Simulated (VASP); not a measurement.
Write the native input for VASP 6.6.1 that does the following.

```yaml
Task: single point
Functional: LDA
Potentials_or_basis: VASP PAW LDA potentials, release 64 (Ba_sv, H, Cl)
Cutoff: 520 eV
k_mesh: 6 × 6 × 4
Occupations: gaussian, width 0.02 eV
Spin: no spin polarisation
Dipole_correction: no
k_mesh_for_the_DOS: 9 × 9 × 6
Occupations_for_the_DOS: tetrahedron
Further_INCAR_settings: ALGO = Normal; EDIFF = 1e-06; NBANDS = 27
```

Crystal: BaHCl.

```
Ba H Cl
1.0
     4.28701    0.00000    0.00000
     0.00000    4.28701    0.00000
     0.00000    0.00000    6.95697
Ba H Cl
2 2 2
Direct
  0.00000 0.50000 0.20954
  0.50000 0.00000 0.79046
  0.00000 0.00000 0.00000
  0.50000 0.50000 0.00000
  0.00000 0.50000 0.65826
  0.50000 0.00000 0.34174
```

These files were run (other wordings do the same):

POSCAR

```
BaHCl
1.0
    4.2870131540      0.0000000000      0.0000000000
    0.0000000000      4.2870131540      0.0000000000
    0.0000000000      0.0000000000      6.9569714100
Ba H Cl
2 2 2
Direct
    0.0000000000      0.5000000000      0.2095357143
    0.5000000000      0.0000000000      0.7904642857
    0.0000000000      0.0000000000      0.0000000000
    0.5000000000      0.5000000000      0.0000000000
    0.0000000000      0.5000000000      0.6582631055
    0.5000000000      0.0000000000      0.3417368945
```

INCAR.step1

```
PREC = Accurate
ENCUT = 520
EDIFF = 1E-6
ISMEAR = 0
SIGMA = 0.02
LREAL = F
LASPH = T
NELM = 60
ALGO = Normal
ISIF = 2
LWAVE = F
LCHARG = T
GGA = CA
NBANDS = 27
```

KPOINTS.step1

```
Automatic mesh
0
Gamma
  6 6 4
```

INCAR.step2

```
PREC = Accurate
ENCUT = 520
EDIFF = 1E-6
ISMEAR = -5
SIGMA = 0.02
LREAL = F
LASPH = T
NELM = 60
ALGO = Normal
ISIF = 2
LWAVE = F
LCHARG = F
GGA = CA
LORBIT = 11
NBANDS = 27
NEDOS = 1001
ICHARG = 11
```

KPOINTS.step2

```
Automatic mesh
0
Gamma
  9 9 6
```

Potentials or basis: VASP PAW LDA potentials, release 64 (Ba_sv, H, Cl).

The run is started by

```sh
$ cat potpaw_LDA.64/Ba_sv/POTCAR potpaw_LDA.64/H/POTCAR potpaw_LDA.64/Cl/POTCAR > POTCAR
$ cp INCAR.step1 INCAR
$ cp KPOINTS.step1 KPOINTS
$ mpirun -np 1 vasp_std > vasp.out
$ cp INCAR.step2 INCAR
$ cp KPOINTS.step2 KPOINTS
$ mpirun -np 1 vasp_std > vasp.out
```

Results of the run:

```yaml
Valence_electrons_inside_the_program's_atomic_spheres: Ba 7.93; H 0.52; Cl 5.13
```

It used 100 s of CPU time on 1 thread of Intel(R) Xeon(R) 6975P-C (Granite Rapids), with other jobs on the host.
